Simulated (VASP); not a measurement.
W: single point with PBE

The system is W, a slab with vacuum.

```
W
1.0
     2.85459    0.00000    0.00000
    -1.42730    2.47215    0.00000
     0.00000    0.00000   24.32307
W
5
Direct
  0.66667 0.33333 0.30835
  0.33333 0.66667 0.40417
  0.00000 0.00000 0.50000
  0.66667 0.33333 0.59583
  0.33333 0.66667 0.69165
```

| Quantity | Value |
| --- | --- |
| Program | VASP 6.6.1 |
| Task | single point |
| Functional | PBE |
| Potentials or basis | VASP PAW PBE potentials, release 64 (W_sv) |
| Cutoff | 520 eV |
| k mesh | 12 × 12 × 1 |
| Occupations | gaussian, width 0.1 eV |
| Spin | no spin polarisation |

| Property | Result |
| --- | --- |
| Largest force | 0.214 eV/Å |
| Band gap on the k mesh | zero (bands 35 and 36 overlap by 1.33 eV) |

Forces on the atoms (eV/Å):
```
W    0.000  0.000 -0.214
W    0.000  0.000  0.184
W    0.000  0.000  0.000
W    0.000  0.000 -0.184
W    0.000  0.000  0.214
```

Levels at points of the mesh, in eV from the Fermi level:
```tsv
k point	band 33	band 34	band 35	band 36	band 37	band 38
(0.00, 0.00, 0.00)	-0.43	-0.41	-0.41	-0.06	-0.06	0.00
(0.50, 0.00, 0.00)	-0.37	0.29	0.63	1.35	1.59	1.86
```

It took 2.4 min on 1 thread of Intel(R) Xeon(R) 6975P-C (Granite Rapids) (shared host), peak memory 0.35 GiB.

Caveat: spin-orbit coupling is left out, which moves the levels of the heavy elements.
